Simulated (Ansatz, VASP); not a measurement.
**Rh in VASP and in Ansatz**

```xyz
1
Lattice="0.0000 1.8900 1.8900 1.9372 0.0000 1.8900 1.9372 1.8900 0.0000" Properties=species:S:1:pos:R:3 pbc="T T T"
Rh    0.0000    0.0000    0.0000
```

Change from the starting cell: strain +0.0250 x Voigt [1, 0, 0, 0, 0, 0], atoms carried along.

Alike in both runs: task single point; functional PBEsol; k mesh 28 × 28 × 28; occupations gaussian, width 0.15 eV; no spin polarisation.

|  | VASP | Ansatz |
| --- | --- | --- |
| version | VASP 6.6.1 | Ansatz 0.2.0 |
| potentials or method | VASP PAW PBE potentials, release 64 (Rh_pv), cutoff 520 eV | scalar-relativistic, plane waves, PAW |
| valence electrons in the cell | 15 | 17 |

Ansatz gave:

- gap on the k mesh at the Fermi level (eV): none
- pressure (GPa): -6.7
- traceless stress, the component that is largest in VASP (GPa): -4.10

Estimate VASP's values.

gap on the k mesh at the Fermi level (eV): none; pressure (GPa): -6.7; traceless stress, the component that is largest in VASP (GPa): -4.09.

VASP's potentials were made for PBE, not for PBEsol. A gap of «none» marks a metal or a gap that the smearing closes. The functional is the same, so the differences come from potentials, cutoffs and numerics. VASP's potentials hold 15 valence electrons a cell and Ansatz's 17, so a difference there can come from the potentials and not from the codes.
